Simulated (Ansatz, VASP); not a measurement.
## Two plane-wave programs on HfO2

```
CELL_PARAMETERS angstrom
0.00000 2.58282 2.54892
2.51502 0.00000 2.54892
2.51502 2.58282 0.00000
ATOMIC_POSITIONS crystal
Hf 0.00000 0.00000 0.00000
O 0.25000 0.25000 0.25000
O 0.75000 0.75000 0.75000
```

Change from the starting cell: normal strain along x -0.0133, normal strain along y +0.0133.

Alike in both runs: task single point; functional PBE; k mesh 8 × 8 × 8; occupations gaussian, width 0.05 eV; no spin polarisation.

```csv
,VASP,Ansatz
version,VASP 6.6.1,Ansatz 0.2.0
potentials or method,"VASP PAW PBE potentials, release 64 (Hf_pv, O), cutoff 520 eV","scalar-relativistic, plane waves, PAW"
valence electrons in the cell,22,38
```

```csv
,VASP,Ansatz,Ansatz less VASP
gap on the k mesh at the Fermi level (eV),3.56,3.57,+0.012
least direct gap on the mesh (eV),3.60,3.59,-0.005
pressure (GPa),-3.6,0.1,+3.65
"traceless stress, the component that is largest in VASP (GPa)",6.11,6.00,-0.104
```

VASP's potentials hold 22 valence electrons a cell and Ansatz's 38, so a difference there can come from the potentials and not from the codes.

Neither program's run includes spin-orbit coupling.
